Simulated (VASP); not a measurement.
A run of VASP 6.6.1 is set up as follows.

INCAR

```
PREC     = Accurate       # precision mode
ENCUT    = 520            # plane-wave cutoff, eV
EDIFF    = 1E-6           # SCF threshold, eV
ISMEAR   = -1             # smearing method
SIGMA    = 0.05           # smearing width, eV
LREAL    = False          # projectors in reciprocal space
LASPH    = True           # aspherical terms in the spheres
NELM     = 100            # most SCF steps
ALGO     = Normal         # electronic algorithm
ISIF     = 2              # what is computed and relaxed
LWAVE    = False          # write WAVECAR
LCHARG   = False          # write CHGCAR
NBANDS   = 11             # bands
```

File KPOINTS:

```
regular mesh
0
Gamma
  8 8 8
```

Contents of POSCAR:

```
BeTe
1.0
    0.0000000000      2.8064515486      2.8064515486
    2.8064515486      0.0000000000      2.8064515486
    2.8064515486      2.8064515486      0.0000000000
Te Be
1 1
Direct
    0.7500000000      0.7500000000      0.7500000000
    0.0000000000      0.0000000000      0.0000000000
```

Potentials or basis: VASP PAW LDA potentials, release 64 (Te, Be).

Command:

```sh
$ cat potpaw_LDA.64/Te/POTCAR potpaw_LDA.64/Be/POTCAR > POTCAR
$ mpirun -np 1 vasp_std > vasp.out
```

(1) What does it give for the pressure?

(2) Estimate the band gap on the k mesh.

Results:

(1) -1.6 GPa.

(2) 1.85 eV, indirect (least direct gap 3.58 eV).

Caveat: spin-orbit coupling is left out, which moves the levels of the heavy elements.
